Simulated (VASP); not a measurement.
A run of VASP 6.6.1 is set up as follows.

Contents of INCAR:

```
SYSTEM = HCl
PREC = Accurate
ENCUT = 520
EDIFF = 1E-6
ISMEAR = 0
SIGMA = 0.15
LREAL = .FALSE.
LASPH = .TRUE.
NELM = 100
ALGO = Normal
ISIF = 2
LWAVE = .FALSE.
LCHARG = .FALSE.
GGA = PS
NBANDS = 11
```

Contents of KPOINTS:

```
regular mesh
0
G
  16 16 16
  0 0 0
```

POSCAR

```
HCl
1.0
   -0.2889888938      2.6009000442      2.6009000442
    2.6009000442     -0.2889888938      2.6009000442
    2.6009000442      2.6009000442     -0.2889888938
H Cl
1 1
Direct
    0.0000000000      0.0000000000      0.0000000000
    0.5000000000      0.5000000000      0.5000000000
```

Potentials or basis: VASP PAW PBE potentials, release 64 (H, Cl).

Launch:

```bash
$ cat potpaw_PBE.64/H/POTCAR potpaw_PBE.64/Cl/POTCAR > POTCAR
$ mpirun -np 1 vasp_std > vasp.out
```

Q: What does it give for the pressure?

A: -10.1 GPa.

Q: Predict the band gap on the k mesh.

A: Zero (bands 4 and 5 overlap by 0.31 eV).

Stress tensor (GPa, compression positive):
```
-10.11   1.69   1.69
  1.69 -10.11   1.69
  1.69   1.69 -10.11
```

Caveat: the cell stands under tension; the PAW data sets were made with another functional, which shifts forces and pressure a little.
